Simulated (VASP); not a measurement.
# C in VASP: notebook, part 2 of 3

VASP 6.6.1. The steps go on from the part before.

## Step 3: Electric field gradients, PBE (8.92 Å³/atom)

This run uses another cell than the first one, of 8.92 Å³/atom.

Contents of INCAR:

```
SYSTEM = C
ALGO = Normal
EDIFF = 1E-8
ENCUT = 520
GGA = PE
ISIF = 2
ISMEAR = -1
LASPH = .TRUE.
LCHARG = .FALSE.
LEFG = .TRUE.
LREAL = .FALSE.
LWAVE = .FALSE.
NBANDS = 11
NELM = 60
PREC = Accurate
SIGMA = 0.05
```

Contents of KPOINTS:

```
k-points
0
G
  18 18 18
  0 0 0
```

Contents of POSCAR:

```
C
1.0
    0.0000000000      2.1410865032      3.3701728316
    1.2361326873      0.0000000000      3.3701728316
    1.2361326873      2.1410865032      0.0000000000
C
2
Direct
    0.1666700000      0.8333300000      0.1666700000
    0.8333300000      0.1666700000      0.8333300000
```

Potentials or basis: VASP PAW PBE potentials, release 64 (C).

On the command line:

```bash
cat potpaw_PBE.64/C/POTCAR > POTCAR
mpirun -np 1 vasp_std > vasp.out
```

OUTCAR:

```text
SYSTEM = C
   EDIFF = 1E-8
   ENCUT = 520
   GGA = PE
   ISIF = 2
   ISMEAR = -1
   LASPH = .TRUE.
   LREAL = .FALSE.
   NELM = 60
   PREC = Accurate

 ion  position               nearest neighbor table
   1  0.167  0.833  0.167-   2 1.43   2 1.43   2 1.43
   2  0.833  0.167  0.833-   1 1.43   1 1.43   1 1.43

  LATTYP: Found a face centered orthorhombic cell.
 ALAT       =     2.4722653746
 B/A-ratio  =     1.7320846906
 C/A-ratio  =     2.7263843649

  Lattice vectors:

 A1 = (   0.0000000000,   2.1410865032,   3.3701728316)
 A2 = (   1.2361326873,   0.0000000000,   3.3701728316)
 A3 = (   1.2361326873,   2.1410865032,   0.0000000000)

Analysis of symmetry for initial positions (statically):
=====================================================================
 Subroutine PRICEL returns:
 Original cell was already a primitive cell.

 Routine SETGRP: Setting up the symmetry group for a
 face centered orthorhombic supercell.

 Subroutine GETGRP returns: Found  8 space group operations
 (whereof  8 operations were pure point group operations)
 out of a pool of  8 trial point group operations.

The static configuration has the point symmetry D_2h.

Analysis of symmetry for dynamics (positions and initial velocities):
=====================================================================
 Subroutine PRICEL returns:
 Original cell was already a primitive cell.

 Routine SETGRP: Setting up the symmetry group for a
 face centered orthorhombic supercell.

 Subroutine GETGRP returns: Found  8 space group operations
 (whereof  8 operations were pure point group operations)
 out of a pool of  8 trial point group operations.

[... 163 lines left out ...]
      7      12.9278      0.00000
      8      15.8732      0.00000
      9      17.0024      0.00000
     10      27.1099      0.00000
     11      30.0511      0.00000
[... 309 lines left out ...]
 k-point    24 :      -0.2222    0.0556    0.0000
  band No.  band energies     occupation
      1     -13.1598      2.00000
      2      -3.4836      2.00000
      3      -0.6860      2.00000
      4      -0.0634      2.00000
      5      10.6801      0.00000
      6      11.4012      0.00000
      7      12.5411      0.00000
      8      18.8479      0.00000
      9      20.5159      0.00000
     10      22.8086      0.00000
     11      27.7197      0.00000

 [... further k-points ...]
[... 5 lines left out ...]
  --------------------------------------------------------------------------------------
  -------------------------------------------------------------------------------------
  Total       -0.2600307     -0.3134080      0.3995301     -0.0000000      0.0000000      0.0000000
  in kB      -23.3535980    -28.1474613     35.8821592     -0.0000000      0.0000000      0.0000000
  external PRESSURE =      -5.2063000 kB  Pullay stress =       0.0000000 kB

 VOLUME and BASIS-vectors are now :
 -----------------------------------------------------------------------------
  energy-cutoff  :      520.00
  volume of cell :       17.84
      direct lattice vectors                 reciprocal lattice vectors
     0.000000000  2.141086503  3.370172832    -0.404487322  0.233526296  0.148360344
     1.236132687  0.000000000  3.370172832     0.404487322 -0.233526296  0.148360344
     1.236132687  2.141086503  0.000000000     0.404487322  0.233526296 -0.148360344

 POSITION                                       TOTAL-FORCE (eV/Angst)
 -----------------------------------------------------------------------------------
      1.23613      0.71371      3.37017         0.000000      0.003386      0.000000
      1.23613      3.56846      3.37017         0.000000     -0.003386      0.000000
 -----------------------------------------------------------------------------------
    total drift:                               -0.000000     -0.000000     -0.000000

  FREE ENERGIE OF THE ION-ELECTRON SYSTEM (eV)
  ---------------------------------------------------
  free  energy   TOTEN  =       -18.4206983204 eV

  energy  without entropy=      -18.4204775389  energy(sigma->0) =      -18.42058793

 Electric field gradients (V/A^2)
---------------------------------------------------------------------
 ion       V_xx      V_yy      V_zz      V_xy      V_xz      V_yz
---------------------------------------------------------------------
   1     -14.996   -14.955    29.951    -0.000     0.001     0.000
   2     -14.996   -14.955    29.951    -0.000     0.001     0.000
---------------------------------------------------------------------

 Electric field gradients after diagonalization (V/A^2)
 (convention: |V_zz| > |V_xx| > |V_yy|)
----------------------------------------------------------------------
 ion       V_xx      V_yy      V_zz     asymmetry (V_yy - V_xx)/ V_zz
----------------------------------------------------------------------
   1     -14.996   -14.955    29.951       0.001
   2     -14.996   -14.955    29.951       0.001
----------------------------------------------------------------------

           NMR quadrupolar parameters

 Cq : quadrupolar parameter    Cq=e*Q*V_zz/h
 eta: asymmetry parameters     (V_yy - V_xx)/ V_zz
 Q  : nuclear electric quadrupole moment in mb (millibarn)
----------------------------------------------------------------------
 ion       Cq(MHz)       eta       Q (mb)
----------------------------------------------------------------------
   1       0.072       0.001       1.000
   2       0.072       0.001       1.000
----------------------------------------------------------------------
```

OSZICAR:

```text
N       E                     dE             d eps       ncg     rms          rms(c)
DAV:   1     0.937505121371E+00    0.93751E+00   -0.40820E+03 19337   0.646E+02
DAV:   2    -0.191089466352E+02   -0.20046E+02   -0.19097E+02 25172   0.120E+02
DAV:   3    -0.195710141999E+02   -0.46207E+00   -0.46114E+00 23958   0.147E+01
DAV:   4    -0.195727174615E+02   -0.17033E-02   -0.17031E-02 22187   0.110E+00
DAV:   5    -0.195727242356E+02   -0.67741E-05   -0.67743E-05 24182   0.634E-02    0.624E+00
DAV:   6    -0.186959989898E+02    0.87673E+00   -0.75095E-01 21856   0.498E+00    0.364E+00
DAV:   7    -0.184174174008E+02    0.27858E+00   -0.84971E-01 22581   0.534E+00    0.101E+00
DAV:   8    -0.184208053256E+02   -0.33879E-02   -0.18253E-02 21195   0.861E-01    0.112E-01
DAV:   9    -0.184206228090E+02    0.18252E-03   -0.52231E-04 23267   0.143E-01    0.506E-02
DAV:  10    -0.184206987993E+02   -0.75990E-04   -0.13000E-04 21467   0.785E-02    0.261E-02
DAV:  11    -0.184206980823E+02    0.71698E-06   -0.61891E-06 23368   0.141E-02    0.597E-03
DAV:  12    -0.184206983509E+02   -0.26860E-06   -0.68253E-07 21232   0.587E-03    0.666E-04
DAV:  13    -0.184206983246E+02    0.26306E-07   -0.32901E-08 23808   0.119E-03    0.440E-04
DAV:  14    -0.184206983204E+02    0.41998E-08   -0.22452E-09 14328   0.323E-04
   1 F= -.18420698E+02 E0= -.18420588E+02  d E =-.220781E-03
```

It took 2.1 min on 1 thread of Intel Xeon Platinum 8559C (Emerald Rapids), shared host; peak memory 0.25 GiB.

Results:

```yaml
Free_energy: -18.4207 eV
Pressure: -0.5 GPa
Largest_force: 0.003 eV/Å
Largest_electric_field_gradient_by_atom: C +30.0 V/Å²
```

Forces on the atoms (eV/Å):
```
C    0.000  0.003  0.000
C    0.000 -0.003  0.000
```

Electric field gradients, principal values (V/Å²):
```
atom    least   middle  greatest (by size)
 1 C  -14.955  -14.996              29.951
 2 C  -14.955  -14.996              29.951
```

Caveat: the stress differs along the axes, from -3 to 4 GPa; this functional lacks dispersion, which binds layers or chains, so the pressure and a relaxed spacing across them are unreliable; without QUAD_EFG the Cq values of the log hold for a quadrupole moment of 1 mb, not for the nuclei.

## Step 4: Electric field gradients, PBE (9.27 Å³/atom)

This run uses another cell than the first one, of 9.27 Å³/atom.

Contents of INCAR:

```
PREC = Accurate
ENCUT = 520
EDIFF = 1E-8
ISMEAR = -1
SIGMA = 0.05
LREAL = False
LASPH = True
NELM = 80
ALGO = Normal
ISIF = 2
LWAVE = False
LCHARG = False
GGA = PE
LEFG = True
NBANDS = 11
```

Contents of KPOINTS:

```
Automatic mesh
0
Gamma
  18 18 18
```

Contents of POSCAR:

```
C
1.0
    0.0000000000      2.1687164733      3.4136637295
    1.2520845459      0.0000000000      3.4136637295
    1.2520845459      2.1687164733      0.0000000000
C
2
Direct
    0.1666700000      0.8333300000      0.1666700000
    0.8333300000      0.1666700000      0.8333300000
```

Potentials or basis: VASP PAW PBE potentials, release 64 (C).

On the command line:

```bash
cat potpaw_PBE.64/C/POTCAR > POTCAR
mpirun -np 1 vasp_std > vasp.out
```

OUTCAR:

```text
PREC = Accurate
   ENCUT = 520
   EDIFF = 1E-8
   ISMEAR = -1
   LREAL = False
   LASPH = True
   NELM = 80
   ISIF = 2
   GGA = PE

 ion  position               nearest neighbor table
   1  0.167  0.833  0.167-   2 1.45   2 1.45   2 1.45
   2  0.833  0.167  0.833-   1 1.45   1 1.45   1 1.45

  LATTYP: Found a face centered orthorhombic cell.
 ALAT       =     2.5041690918
 B/A-ratio  =     1.7320846906
 C/A-ratio  =     2.7263843649

  Lattice vectors:

 A1 = (   0.0000000000,   2.1687164733,   3.4136637295)
 A2 = (   1.2520845459,   0.0000000000,   3.4136637295)
 A3 = (   1.2520845459,   2.1687164733,   0.0000000000)

Analysis of symmetry for initial positions (statically):
=====================================================================
 Subroutine PRICEL returns:
 Original cell was already a primitive cell.

 Routine SETGRP: Setting up the symmetry group for a
 face centered orthorhombic supercell.

 Subroutine GETGRP returns: Found  8 space group operations
 (whereof  8 operations were pure point group operations)
 out of a pool of  8 trial point group operations.

The static configuration has the point symmetry D_2h.

Analysis of symmetry for dynamics (positions and initial velocities):
=====================================================================
 Subroutine PRICEL returns:
 Original cell was already a primitive cell.

 Routine SETGRP: Setting up the symmetry group for a
 face centered orthorhombic supercell.

 Subroutine GETGRP returns: Found  8 space group operations
 (whereof  8 operations were pure point group operations)
 out of a pool of  8 trial point group operations.

The dynamic configuration has the point symmetry D_2h.

 Subroutine INISYM returns: Found  8 space group operations
 (whereof  8 operations are pure point group operations),
 and found     1 'primitive' translations

----------------------------------------------------------------------------------------

                                     Primitive cell

  volume of cell :      18.5390

  direct lattice vectors                    reciprocal lattice vectors
     0.000000000  2.168716473  3.413663730    -0.399334056  0.230551115  0.146470197
     1.252084546  0.000000000  3.413663730     0.399334056 -0.230551115  0.146470197
     1.252084546  2.168716473  0.000000000     0.399334056  0.230551115 -0.146470197

  length of vectors
     4.044308495  3.636043972  2.504205833     0.483813004  0.483813004  0.483813004

  position of ions in fractional coordinates (direct lattice)
     0.166670000  0.833330000  0.166670000
     0.833330000  0.166670000  0.833330000

  ion indices of the primitive-cell ions
   primitive index   ion index
                 1           1
                 2           2

----------------------------------------------------------------------------------------

 KPOINTS: Automatic mesh

Automatic generation of k-mesh.
 Grid dimensions read from file:
 generate k-points for:   18   18   18
[... 73 lines left out ...]
   TEBEG  =    0.0;   TEEND  =   0.0 temperature during run
   PSTRESS=    0.0 pullay stress
   NELECT =       8.0000    total number of electrons
   NUPDOWN=      -1.0000    fix difference up-down
   EMIN   =  10.00;   EMAX   =-10.00  energy-range for DOS
   EFERMI =   0.00;   METHOD = LEGACY
   ISMEAR =    -1;   SIGMA  =   0.05  broadening in eV -4-tet -1-fermi 0-gaus
   EFERMI_NEDOS =   21; number of points for ismear=-14 and -15
   IALGO  =     38    algorithm
   IMIX   =      4    mixing-type and parameters
     AMIX     =   0.40;   BMIX     =  1.00
     AMIX_MAG =   1.60;   BMIX_MAG =  1.00
  volume/ion in A,a.u.               =       9.27        62.55
  Fermi-wavevector in a.u.,A,eV,Ry     =   1.237112  2.337803 20.822991  1.530447
  Thomas-Fermi vector in A             =   2.371693
   LORBIT       =      0    0 simple, 1 ext, 2 COOP (PROOUT), +10 PAW based schemes
   GGA     = PE    functional components
   LHFCALC =     F    Hartree Fock is set to
   AEXX    =    0.0000 exact exchange contribution
   IVDW    =     0    specifies the selected vdW correction
   LEPSILON=     F    determine dielectric tensor
   LRPA    =     F    only Hartree local field effects (RPA)
 non-spin polarized calculation
  energy-cutoff  :      520.00
  volume of cell :       18.54
 maximum number of plane-waves:       517
   NGX = 15   NGY = 13   NGZ =  9

 number of electron       8.0000000 magnetization

 Free energy of the ion-electron system (eV)
  ---------------------------------------------------
  ext. energy  EPLUGINS =         0.00000000
  ---------------------------------------------------
  free energy    TOTEN  =       -18.39697827 eV

  energy without entropy =      -18.39674342  energy(sigma->0) =      -18.39686084

 E-fermi :   4.2510     XC(G=0): -10.1075

 val. band max:        4.2179374937   @ k =  -0.2778   0.0556   0.3333
 cond. band min:       4.2898428462   @ k =  -0.2222   0.1111   0.3333
 fundamental gap:      0.0719053525
 Fermi energy:         4.2510204641

 k-point     1 :       0.0000    0.0000    0.0000
  band No.  band energies     occupation
      1     -15.0114      2.00000
      2      -2.0602      2.00000
      3       1.2178      2.00000
      4       1.2404      2.00000
      5       8.5796      0.00000
      6      12.2727      0.00000
      7      12.3384      0.00000
      8      15.0829      0.00000
      9      15.8033      0.00000
     10      26.2856      0.00000
     11      29.1205      0.00000
[... 309 lines left out ...]
 k-point    24 :      -0.2222    0.0556   -0.0000
  band No.  band energies     occupation
      1     -13.2258      2.00000
      2      -3.7470      2.00000
      3      -0.9550      2.00000
      4      -0.2578      2.00000
      5      10.1563      0.00000
      6      11.0315      0.00000
      7      11.8551      0.00000
      8      18.0363      0.00000
      9      19.4595      0.00000
     10      22.1277      0.00000
     11      26.9731      0.00000

 [... further k-points ...]
[... 5 lines left out ...]
  --------------------------------------------------------------------------------------
  -------------------------------------------------------------------------------------
  Total       -1.9385140     -1.9876758      0.3570550      0.0000000      0.0000000      0.0000000
  in kB     -167.5299089   -171.7785645     30.8573397      0.0000000      0.0000000      0.0000000
  external PRESSURE =    -102.8170446 kB  Pullay stress =       0.0000000 kB

 VOLUME and BASIS-vectors are now :
 -----------------------------------------------------------------------------
  energy-cutoff  :      520.00
  volume of cell :       18.54
      direct lattice vectors                 reciprocal lattice vectors
     0.000000000  2.168716473  3.413663730    -0.399334056  0.230551115  0.146470197
     1.252084546  0.000000000  3.413663730     0.399334056 -0.230551115  0.146470197
     1.252084546  2.168716473  0.000000000     0.399334056  0.230551115 -0.146470197

 POSITION                                       TOTAL-FORCE (eV/Angst)
 -----------------------------------------------------------------------------------
      1.25208      0.72292      3.41366         0.000000      0.003296      0.000000
      1.25208      3.61451      3.41366         0.000000     -0.003296      0.000000
 -----------------------------------------------------------------------------------
    total drift:                               -0.000000     -0.000000     -0.000000

  FREE ENERGIE OF THE ION-ELECTRON SYSTEM (eV)
  ---------------------------------------------------
  free  energy   TOTEN  =       -18.3969782664 eV

  energy  without entropy=      -18.3967434202  energy(sigma->0) =      -18.39686084

 Electric field gradients (V/A^2)
---------------------------------------------------------------------
 ion       V_xx      V_yy      V_zz      V_xy      V_xz      V_yz
---------------------------------------------------------------------
   1     -13.903   -13.865    27.768     0.000     0.000     0.000
   2     -13.903   -13.865    27.768     0.000     0.000     0.000
---------------------------------------------------------------------

 Electric field gradients after diagonalization (V/A^2)
 (convention: |V_zz| > |V_xx| > |V_yy|)
----------------------------------------------------------------------
 ion       V_xx      V_yy      V_zz     asymmetry (V_yy - V_xx)/ V_zz
----------------------------------------------------------------------
   1     -13.903   -13.865    27.768       0.001
   2     -13.903   -13.865    27.768       0.001
----------------------------------------------------------------------

           NMR quadrupolar parameters

 Cq : quadrupolar parameter    Cq=e*Q*V_zz/h
 eta: asymmetry parameters     (V_yy - V_xx)/ V_zz
 Q  : nuclear electric quadrupole moment in mb (millibarn)
----------------------------------------------------------------------
 ion       Cq(MHz)       eta       Q (mb)
----------------------------------------------------------------------
   1       0.067       0.001       1.000
   2       0.067       0.001       1.000
----------------------------------------------------------------------
```

stdout:

```text
POSCAR found type information on POSCAR C
 POSCAR found :  1 types and       2 ions
 scaLAPACK will be used
 LDA part: xc-table for (Slater+PW92), standard interpolation
 POSCAR, INCAR and KPOINTS ok, starting setup
 FFT: planning ... GRIDC
 FFT: planning ... GRID_SOFT
 FFT: planning ... GRID
 WAVECAR not read
 entering main loop
ion   1

ion   2
```

Wall time 2.5 min (1 thread of Intel Xeon Platinum 8559C (Emerald Rapids), shared host); peak memory 0.25 GiB.

What came out:

```
Free energy                             : -18.3970 eV
Pressure                                : -10.3 GPa
Largest force                           : 0.003 eV/Å
Largest electric field gradient by atom : C +27.8 V/Å²
```

Forces on the atoms (eV/Å):
```
C    0.000  0.003  0.000
C    0.000 -0.003  0.000
```

Electric field gradients, principal values (V/Å²):
| atom | least | middle | greatest (by size) |
| --- | --- | --- | --- |
| 1 C | -13.865 | -13.903 | 27.768 |
| 2 C | -13.865 | -13.903 | 27.768 |

Caveat: the stress differs along the axes, from -17 to 3 GPa; this functional lacks dispersion, which binds layers or chains, so the pressure and a relaxed spacing across them are unreliable; without QUAD_EFG the Cq values of the log hold for a quadrupole moment of 1 mb, not for the nuclei.

[end of part 2 of 3]
